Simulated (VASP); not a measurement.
# NaCl (Fm-3m) in VASP: single point with r2SCAN

Aim: the single point of NaCl with r2SCAN.

Everything below comes from runs of VASP 6.6.1. Logs are shortened: lines on timing, memory, paths and dates and some standing lists are left out, and cuts for length are marked.

### Step 1. The cell of the first run

Symmetry: Fm-3m, No. 225, cubic system. Conventional cell: a = 5.675 Å, b = 5.675 Å, c = 5.675 Å, α = 90.00°, β = 90.00°, γ = 90.00°. Within 3.7 Å of Na (site symmetry m-3m) lie 6 Cl at 2.84 Å. Within 3.7 Å of Cl (site symmetry m-3m) lie 6 Na at 2.84 Å.

### Step 2. Single point, r2SCAN

POSCAR reads:

```
NaCl
1.0
    0.0000000000      2.8375932900      2.8375932900
    2.8375932900      0.0000000000      2.8375932900
    2.8375932900      2.8375932900      0.0000000000
Na Cl
1 1
Direct
    0.0000000000      0.0000000000      0.0000000000
    0.5000000000      0.5000000000      0.5000000000
```

INCAR.step1 reads:

```
PREC = Accurate
ENCUT = 520
ISMEAR = -1
SIGMA = 0.1
LREAL = False
LASPH = True
NELM = 80
NBANDS = 14
GGA = PE
ALGO = Normal
EDIFF = 1E-4
LWAVE = True
LCHARG = False
```

INCAR.step2 reads:

```
PREC = Accurate
ENCUT = 520
EDIFF = 1E-6
ISMEAR = -1
SIGMA = 0.1
LREAL = False
LASPH = True
NELM = 80
ALGO = Normal
ISIF = 2
LWAVE = False
LCHARG = False
METAGGA = R2SCAN
LMIXTAU = True
NBANDS = 14
ISTART = 1
```

KPOINTS reads:

```
regular mesh
0
Gamma
  8 8 8
```

Potentials or basis: VASP PAW PBE potentials, release 64 (Na_pv, Cl).

Run with:

```sh
$ cat potpaw_PBE.64/Na_pv/POTCAR potpaw_PBE.64/Cl/POTCAR > POTCAR
$ cp INCAR.step1 INCAR
$ mpirun -np 1 vasp_std > vasp.out
$ cp INCAR.step2 INCAR
$ mpirun -np 1 vasp_std > vasp.out
```

OUTCAR:

```text
PREC = Accurate
   ENCUT = 520
   EDIFF = 1E-6
   ISMEAR = -1
   LREAL = False
   LASPH = True
   NELM = 80
   ISIF = 2
   METAGGA = R2SCAN
   ISTART = 1

 ion  position               nearest neighbor table
   1  0.000  0.000  0.000-
   2  0.500  0.500  0.500-

  LATTYP: Found a face centered cubic cell.
 ALAT       =     5.6751865800

  Lattice vectors:

 A1 = (   0.0000000000,   2.8375932900,   2.8375932900)
 A2 = (   2.8375932900,   0.0000000000,   2.8375932900)
 A3 = (   2.8375932900,   2.8375932900,   0.0000000000)

Analysis of symmetry for initial positions (statically):
=====================================================================
 Subroutine PRICEL returns:
 Original cell was already a primitive cell.

 Routine SETGRP: Setting up the symmetry group for a
 face centered cubic supercell.

 Subroutine GETGRP returns: Found 48 space group operations
 (whereof 48 operations were pure point group operations)
 out of a pool of 48 trial point group operations.

The static configuration has the point symmetry O_h .

Analysis of symmetry for dynamics (positions and initial velocities):
=====================================================================
 Subroutine PRICEL returns:
 Original cell was already a primitive cell.

 Routine SETGRP: Setting up the symmetry group for a
 face centered cubic supercell.

 Subroutine GETGRP returns: Found 48 space group operations
 (whereof 48 operations were pure point group operations)
 out of a pool of 48 trial point group operations.

The dynamic configuration has the point symmetry O_h .

 Subroutine INISYM returns: Found 48 space group operations
 (whereof 48 operations are pure point group operations),
 and found     1 'primitive' translations

----------------------------------------------------------------------------------------

                                     Primitive cell

  volume of cell :      45.6962

  direct lattice vectors                    reciprocal lattice vectors
     0.000000000  2.837593290  2.837593290    -0.176205661  0.176205661  0.176205661
     2.837593290  0.000000000  2.837593290     0.176205661 -0.176205661  0.176205661
     2.837593290  2.837593290  0.000000000     0.176205661  0.176205661 -0.176205661

  length of vectors
     4.012962915  4.012962915  4.012962915     0.305197157  0.305197157  0.305197157

  position of ions in fractional coordinates (direct lattice)
     0.000000000  0.000000000  0.000000000
     0.500000000  0.500000000  0.500000000

  ion indices of the primitive-cell ions
   primitive index   ion index
                 1           1
                 2           2

----------------------------------------------------------------------------------------

 KPOINTS: regular mesh

Automatic generation of k-mesh.
 Grid dimensions read from file:
 generate k-points for:    8    8    8

 Generating k-lattice:

  Cartesian coordinates                     Fractional coordinates (reciprocal lattice)
    -0.022025708  0.022025708  0.022025708     0.125000000  0.000000000  0.000000000
     0.022025708 -0.022025708  0.022025708     0.000000000  0.125000000  0.000000000
     0.022025708  0.022025708 -0.022025708     0.000000000  0.000000000  0.125000000

  Length of vectors
     0.038149645  0.038149645  0.038149645

  Shift w.r.t. Gamma in fractional coordinates (k-lattice)
     0.000000000  0.000000000  0.000000000

 Subroutine IBZKPT returns following result:
 ===========================================

 Found     29 irreducible k-points:

 Following reciprocal coordinates:
            Coordinates               Weight
  0.000000  0.000000  0.000000      1.000000
  0.125000  0.000000  0.000000      8.000000
  0.250000  0.000000  0.000000      8.000000
  0.375000  0.000000  0.000000      8.000000
  0.500000  0.000000  0.000000      4.000000
  0.125000  0.125000  0.000000      6.000000
[... 16 lines left out ...]
  0.500000  0.250000  0.125000     48.000000
 -0.375000  0.250000  0.125000     24.000000
 [... further k-points ...]
   k-points           NKPTS =     29   k-points in BZ     NKDIM =     29   number of bands    NBANDS=     14
   number of dos      NEDOS =    301   number of ions     NIONS =      2
   total plane-waves  NPLWV =  27000
   dimension x,y,z NGX =    30 NGY =   30 NGZ =   30
   dimension x,y,z NGXF=    60 NGYF=   60 NGZF=   60
   ions per type =               1   1
   NGX,Y,Z   is equivalent  to a cutoff of  12.43, 12.43, 12.43 a.u.
   NGXF,Y,Z  is equivalent  to a cutoff of  24.86, 24.86, 24.86 a.u.
 SYSTEM =  unknown system
   PREC   = accura    normal or accurate (medium, high low for compatibility)
   ISTART =      1    job   : 0-new  1-cont  2-samecut
   ICHARG =      0    charge: 1-file 2-atom 10-const
   ISPIN  =      1    spin polarized calculation?
   LNONCOLLINEAR =      F non collinear calculations
   LSORBIT =      F    spin-orbit coupling
   LASPH  =      T    aspherical Exc in radial PAW
   ENCUT  =  520.0 eV  38.22 Ry    6.18 a.u.   7.46  7.46  7.46*2*pi/ulx,y,z
   NELM   =     80;   NELMIN=  2; NELMDL=  0     # of ELM steps
   EDIFF  = 0.1E-05   stopping-criterion for ELM
   LREAL  =      F    real-space projection
   EDIFFG = 0.1E-04   stopping-criterion for IOM
   NSW    =      0    number of steps for IOM
   IBRION =     -1    ionic relax: 0-MD 1-quasi-New 2-CG
   NFREE  =      0    steps in history (QN), initial steepest desc. (CG)
   ISIF   =      2    stress and relaxation
   ISYM   =      2    0-nonsym 1-usesym 2-fastsym
   POTIM  = 0.5000    time-step for ionic-motion
   TEBEG  =    0.0;   TEEND  =   0.0 temperature during run
   PSTRESS=    0.0 pullay stress
   NELECT =      14.0000    total number of electrons
   NUPDOWN=      -1.0000    fix difference up-down
   EMIN   =  10.00;   EMAX   =-10.00  energy-range for DOS
   EFERMI =   0.00;   METHOD = LEGACY
   ISMEAR =    -1;   SIGMA  =   0.10  broadening in eV -4-tet -1-fermi 0-gaus
   EFERMI_NEDOS =   21; number of points for ismear=-14 and -15
   IALGO  =     38    algorithm
   IMIX   =      4    mixing-type and parameters
     AMIX     =   0.40;   BMIX     =  1.00
     AMIX_MAG =   1.60;   BMIX_MAG =  1.00
  volume/ion in A,a.u.               =      22.85       154.19
  Fermi-wavevector in a.u.,A,eV,Ry     =   1.103631  2.085561 16.571925  1.218002
  Thomas-Fermi vector in A             =   2.240092
   LORBIT       =      0    0 simple, 1 ext, 2 COOP (PROOUT), +10 PAW based schemes
   METAGGA = R2SCAN    functional components
   LHFCALC =     F    Hartree Fock is set to
   AEXX    =    0.0000 exact exchange contribution
   IVDW    =     0    specifies the selected vdW correction
   LEPSILON=     F    determine dielectric tensor
   LRPA    =     F    only Hartree local field effects (RPA)
 non-spin polarized calculation
  energy-cutoff  :      520.00
  volume of cell :       45.70
 maximum number of plane-waves:      1249
 NGX is ok and might be reduce to    30
   NGX = 15   NGY = 15   NGZ = 15

 number of electron      13.9999992 magnetization

 Free energy of the ion-electron system (eV)
  ---------------------------------------------------
  ext. energy  EPLUGINS =         0.00000000
  ---------------------------------------------------
  free energy    TOTEN  =       -13.78329487 eV

  energy without entropy =      -13.78329487  energy(sigma->0) =      -13.78329487

 E-fermi :   0.9768     XC(G=0):  -8.5571

 val. band max:       -1.2699116765   @ k =   0.0000   0.0000   0.0000
 cond. band min:       4.5751760688   @ k =   0.0000   0.0000   0.0000
 fundamental gap:      5.8450877453
 Fermi energy:         0.9767667715

 k-point     1 :       0.0000    0.0000    0.0000
  band No.  band energies     occupation
      1     -22.8244      2.00000
      2     -22.8241      2.00000
      3     -22.8241      2.00000
      4     -14.4501      2.00000
      5      -1.2699      2.00000
      6      -1.2699      2.00000
      7      -1.2699      2.00000
      8       4.5752      0.00000
      9      10.4718      0.00000
     10      10.4718      0.00000
     11      10.4718      0.00000
     12      12.6977      0.00000
     13      12.6977      0.00000
     14      14.2471      0.00000

 k-point     2 :       0.1250    0.0000    0.0000
  band No.  band energies     occupation
      1     -22.8280      2.00000
      2     -22.8247      2.00000
      3     -22.8243      2.00000
      4     -14.4050      2.00000
      5      -1.6167      2.00000
      6      -1.3111      2.00000
      7      -1.3111      2.00000
      8       5.0570      0.00000
      9       9.9268      0.00000
     10      10.6760      0.00000
     11      10.6761      0.00000
     12      12.4698      0.00000
     13      12.4698      0.00000
     14      15.2378      0.00000

 k-point     3 :       0.2500    0.0000    0.0000
  band No.  band energies     occupation
      1     -22.8372      2.00000
      2     -22.8253      2.00000
      3     -22.8250      2.00000
      4     -14.2933      2.00000
      5      -2.3197      2.00000
      6      -1.4076      2.00000
      7      -1.4076      2.00000
      8       6.0139      0.00000
      9       9.3921      0.00000
     10      10.8245      0.00000
     11      10.8248      0.00000
     12      12.6886      0.00000
     13      12.6888      0.00000
     14      15.2977      0.00000
[... 324 lines left out ...]
 k-point    23 :       0.5000    0.2500    0.1250
  band No.  band energies     occupation
      1     -22.8430      2.00000
      2     -22.8309      2.00000
      3     -22.8271      2.00000
      4     -14.1328      2.00000
      5      -2.7568      2.00000
      6      -1.9427      2.00000
      7      -1.6272      2.00000
      8       7.5817      0.00000
      9       8.9888      0.00000
     10       9.4369      0.00000
     11      11.4341      0.00000
     12      13.2087      0.00000
     13      15.5860      0.00000
     14      16.0418      0.00000

 k-point    24 :      -0.3750    0.2500    0.1250
  band No.  band energies     occupation
      1     -22.8448      2.00000
      2     -22.8313      2.00000
      3     -22.8278      2.00000
      4     -14.0962      2.00000
      5      -2.8728      2.00000
      6      -2.0197      2.00000
      7      -1.6792      2.00000
      8       7.6973      0.00000
      9       9.1292      0.00000
     10       9.6596      0.00000
     11      11.2512      0.00000
     12      13.8205      0.00000
     13      15.1975      0.00000
     14      16.1367      0.00000

 [... further k-points ...]

------------------------ aborting loop because EDIFF is reached ----------------------------------------

  FORCE on cell =-STRESS in cart. coord.  units (eV):
  Direction    XX          YY          ZZ          XY          YZ          ZX
  --------------------------------------------------------------------------------------
  -------------------------------------------------------------------------------------
  Total       -0.3212798     -0.3212798     -0.3212798     -0.0000000      0.0000000     -0.0000000
  in kB      -11.2645426    -11.2645426    -11.2645426     -0.0000000      0.0000000     -0.0000000
  external PRESSURE =     -11.2645426 kB  Pullay stress =       0.0000000 kB

 VOLUME and BASIS-vectors are now :
 -----------------------------------------------------------------------------
  energy-cutoff  :      520.00
  volume of cell :       45.70
      direct lattice vectors                 reciprocal lattice vectors
     0.000000000  2.837593290  2.837593290    -0.176205661  0.176205661  0.176205661
     2.837593290  0.000000000  2.837593290     0.176205661 -0.176205661  0.176205661
     2.837593290  2.837593290  0.000000000     0.176205661  0.176205661 -0.176205661

 POSITION                                       TOTAL-FORCE (eV/Angst)
 -----------------------------------------------------------------------------------
      0.00000      0.00000      0.00000        -0.000000     -0.000000     -0.000000
      2.83759      2.83759      2.83759         0.000000      0.000000      0.000000
 -----------------------------------------------------------------------------------
    total drift:                               -0.000000      0.000000      0.000000

  FREE ENERGIE OF THE ION-ELECTRON SYSTEM (eV)
  ---------------------------------------------------
  free  energy   TOTEN  =       -13.7832948694 eV

  energy  without entropy=      -13.7832948693  energy(sigma->0) =      -13.78329487
```

It took 1.8 min on 1 thread of Intel Xeon 8259CL, shared host; peak memory 0.17 GiB.

Results:

```yaml
Free_energy: -13.7833 eV
Pressure: -1.1 GPa
Band_gap_on_the_k_mesh: 5.85 eV
```

Caveat: the PAW data sets were made with another functional, which shifts forces and pressure a little.
